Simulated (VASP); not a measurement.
Write the native input for VASP 6.6.1 that does the following.

```
Task                   : single point
Functional             : PBE
Potentials or basis    : VASP PAW PBE potentials, release 64 (Ta_pv, Be, P)
Cutoff                 : 520 eV
k mesh                 : 4 × 4 × 4
Occupations            : gaussian, width 0.1 eV
Spin                   : no spin polarisation
Dipole correction      : no
Further INCAR settings : ALGO = Normal; EDIFF = 1e-06; NBANDS = 31
```

The structure of Ta2BeP4 lies in POSCAR:

```
Ta2BeP4
1.0
    4.1215834400      0.0000000000      0.0000000000
    0.0000000000      4.1215834400      0.0000000000
    0.0000000000      0.0000000000      5.8287992000
Ta Be P
2 1 4
Direct
    0.5000000000      0.5000000000      0.0000000000
    0.0000000000      0.0000000000      0.5000000000
    0.0000000000      0.0000000000      0.0000000000
    0.5000000000      0.0000000000      0.2500000000
    0.0000000000      0.5000000000      0.2500000000
    0.5000000000      0.0000000000      0.7500000000
    0.0000000000      0.5000000000      0.7500000000
```

The input as run:

INCAR

```
SYSTEM = Ta2BeP4
PREC = Accurate ; ENCUT = 520
EDIFF = 1E-6 ; ISMEAR = 0
SIGMA = 0.1 ; LREAL = .False.
LASPH = .True. ; NELM = 100
ALGO = Normal ; ISIF = 2
LWAVE = .False. ; LCHARG = .False.
GGA = PE ; NBANDS = 31
```

KPOINTS

```
regular mesh
0
Gamma
  4 4 4
  0 0 0
```

Potentials or basis: VASP PAW PBE potentials, release 64 (Ta_pv, Be, P).

The run is started by

```sh
$ cat potpaw_PBE.64/Ta_pv/POTCAR potpaw_PBE.64/Be/POTCAR potpaw_PBE.64/P/POTCAR > POTCAR
$ mpirun -np 1 vasp_std > vasp.out
```

It gave:

```yaml
Pressure: 19.8 GPa
Largest_force: 0.110 eV/Å
Band_gap_on_the_k_mesh: zero (band 22 reaches 9.14 eV, above the bottom of band 23 at 7.87 eV)
```

Caveat: the k points lie up to 0.38 Å⁻¹ apart; spin-orbit coupling is left out, which moves the levels of the heavy elements.

Run time: 55 s on 1 thread of Intel(R) Xeon(R) Platinum 8259CL CPU @ 2.50GHz (Skylake/Cascade Lake) (shared host), peak memory 0.23 GiB.
